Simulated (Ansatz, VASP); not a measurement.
# One calculation of GaN, two programs

```
CELL_PARAMETERS angstrom
0.00000 2.25350 2.32111
2.25350 0.00000 2.32111
2.25350 2.25350 0.00000
ATOMIC_POSITIONS crystal
Ga 0.00000 0.00000 0.00000
N 0.75000 0.75000 0.75000
```

Change from the starting cell: strain +0.0300 x Voigt [0, 0, 1, 0, 0, 0], atoms carried along.

Alike in both runs: task single point; functional PBE; k mesh 10 × 10 × 10; occupations gaussian, width 0.05 eV; no spin polarisation.

```csv
,VASP,Ansatz
version,VASP 6.6.1,Ansatz 0.2.0
potentials or method,"VASP PAW PBE potentials, release 64 (Ga_d, N), cutoff 520 eV","scalar-relativistic, plane waves, PAW"
valence electrons in the cell,18,18
```

|  | VASP | Ansatz | Ansatz less VASP |
| --- | --- | --- | --- |
| gap on the k mesh at the Fermi level (eV) | 1.48 | 1.48 | -0.006 |
| least direct gap on the mesh (eV) | 1.48 | 1.48 | -0.006 |
| pressure (GPa) | -0.3 | -0.4 | -0.08 |
| traceless stress, the component that is largest in VASP (GPa) | -2.58 | -2.58 | +0.002 |
